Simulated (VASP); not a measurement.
# Li3ClO: single point with LDA

Li3ClO:

```
CELL_PARAMETERS angstrom
3.90834 0.00000 0.00000
0.00000 3.90834 0.00000
0.00000 0.00000 3.90834
ATOMIC_POSITIONS crystal
Li 0.00000 0.50000 0.50000
Li 0.50000 0.00000 0.50000
Li 0.50000 0.50000 0.00000
Cl 0.06716 0.00000 0.00000
O 0.50000 0.50000 0.50000
```

This cell differs from its parent crystal: all Cl atoms moved +0.263 Å, as atom 4 along Cartesian [1 0 0].

```yaml
Program: VASP 6.6.1
Task: single point
Functional: LDA
Potentials_or_basis: VASP PAW LDA potentials, release 64 (Li_sv, Cl, O)
Cutoff: 520 eV
k_mesh: 6 × 6 × 6
Occupations: gaussian, width 0.05 eV
Spin: no spin polarisation
Dipole_correction: no
Further_INCAR_settings: ALGO = Normal; EDIFF = 1e-06; NBANDS = 19
```

The largest force is 0.507 eV/Å and the band gap on the k mesh is 4.50 eV (least direct gap 4.61 eV).

Forces on the atoms (eV/Å):
```
Li   0.078  0.000  0.000
Li  -0.095  0.000  0.000
Li  -0.095  0.000  0.000
Cl  -0.394  0.000  0.000
O    0.507  0.000  0.000
```

Levels at points of the mesh, in eV from the valence-band top:
```csv
k point,band 7,band 8,band 9,band 10,band 11,band 12,band 13,band 14,band 15,band 16
"(0.00, 0.00, 0.00)",-3.02,-2.91,-0.64,-0.51,-0.51,4.50,6.87,6.90,11.21,11.21
"(0.50, 0.00, 0.00)",-2.44,-2.44,-1.05,-1.05,-1.03,6.25,6.35,8.60,8.60,8.82
"(0.00, 0.50, 0.00)",-2.37,-2.36,-1.15,-1.11,-0.99,6.13,6.36,8.07,8.81,9.78
"(0.50, 0.50, 0.00)",-3.91,-2.16,-0.95,-0.04,-0.03,4.58,6.52,7.76,7.76,10.08
"(0.00, 0.50, 0.50)",-3.94,-2.16,-0.95,0.00,0.00,4.74,6.65,7.53,7.53,10.39
"(0.50, 0.50, 0.50)",-3.60,-3.57,-0.76,-0.70,-0.70,7.56,7.56,8.58,8.67,9.67
```

It took 66 s on 1 thread of AMD EPYC 7R13, on a shared host, peak memory 0.14 GiB.

Caveat: the cell differs from its parent crystal (all Cl atoms moved +0.263 Å, as atom 4 along Cartesian [1 0 0]). A k mesh can miss the band edges.
